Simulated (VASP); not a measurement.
Write the native input for VASP 6.6.1 that does the following.

```yaml
Task: single point
Functional: PBE
Potentials_or_basis: VASP PAW PBE potentials, release 64 (Ge_d)
Cutoff: 520 eV
k_mesh: 14 × 14 × 14
Occupations: gaussian, width 0.15 eV
Spin: no spin polarisation
Dipole_correction: no
Further_INCAR_settings: ALGO = Normal; EDIFF = 1e-07; NBANDS = 21
```

The structure of Ge lies in POSCAR:

```
Ge
1.0
   -0.0864160431      2.8805347716      2.8805347716
    2.8805347716     -0.0864160431      2.8805347716
    2.7941187285      2.7941187285      0.0000000000
Ge
2
Direct
    0.5000000000      0.5000000000      0.5000000000
    0.7500000000      0.7500000000      0.7500000000
```

This cell differs from its parent crystal: engineering shear strain xy -0.0600, normal strain along z +0.0000.

These files were run (other wordings do the same):

INCAR

```
SYSTEM = Ge
PREC = Accurate ; ENCUT = 520
EDIFF = 1E-7 ; ISMEAR = 0
SIGMA = 0.15 ; LREAL = .FALSE.
LASPH = .TRUE. ; NELM = 60
ALGO = Normal ; ISIF = 2
LWAVE = .FALSE. ; LCHARG = .TRUE.
GGA = PE ; LELF = .TRUE.
LVHAR = .TRUE. ; NBANDS = 21
```

KPOINTS

```
Automatic mesh
0
G
  14 14 14
  0 0 0
```

Potentials or basis: VASP PAW PBE potentials, release 64 (Ge_d).

Launch:

```sh
$ cat potpaw_PBE.64/Ge_d/POTCAR > POTCAR
$ mpirun -np 1 vasp_std > vasp.out
```

Results of the run:

```
Pressure               : 0.3 GPa
Largest force          : 0.449 eV/Å
Band gap on the k mesh : zero (bands 14 and 15 overlap by 0.17 eV)
```

Caveat: the cell differs from its parent crystal (engineering shear strain xy -0.0600, normal strain along z +0.0000); semilocal functionals underestimate gaps, so a narrow gap can read as zero.

Wall time 8.3 min on 1 thread of Intel Xeon 8259CL (shared host), peak memory 0.43 GiB.
